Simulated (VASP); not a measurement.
A run of VASP 6.6.1 is set up as follows.

INCAR

```
SYSTEM = AlRu
  ALGO = Normal
  EDIFF = 1E-7
  ENCUT = 520
  GGA = PE
  ISIF = 2
  ISMEAR = -1
  LASPH = .TRUE.
  LCHARG = .FALSE.
  LREAL = .FALSE.
  LWAVE = .FALSE.
  NBANDS = 16
  NELM = 60
  PREC = Accurate
  SIGMA = 0.05
```

Contents of KPOINTS:

```
k-points
0
G
  13 13 12
  0 0 0
```

File POSCAR:

```
AlRu
1.0
    2.8955344505      0.0000000000      0.0000000000
   -1.4477672252      2.5076063916      0.0000000000
    0.0000000000      0.0000000000      3.8924381045
Ru Al
1 1
Direct
    0.0000000000      0.0000000000      0.0000000000
    0.3333333333      0.6666666667      0.5000000000
```

Potentials or basis: VASP PAW PBE potentials, release 64 (Ru_pv, Al).

Launch:

```sh
$ cat potpaw_PBE.64/Ru_pv/POTCAR potpaw_PBE.64/Al/POTCAR > POTCAR
$ mpirun -np 1 vasp_std > vasp.out
```

(1) What does it give for the band gap on the k mesh?

(2) Estimate the pressure.

Answers

(1) zero (an odd number of electrons rules out a gap without spin polarisation).

(2) 0.0 GPa.
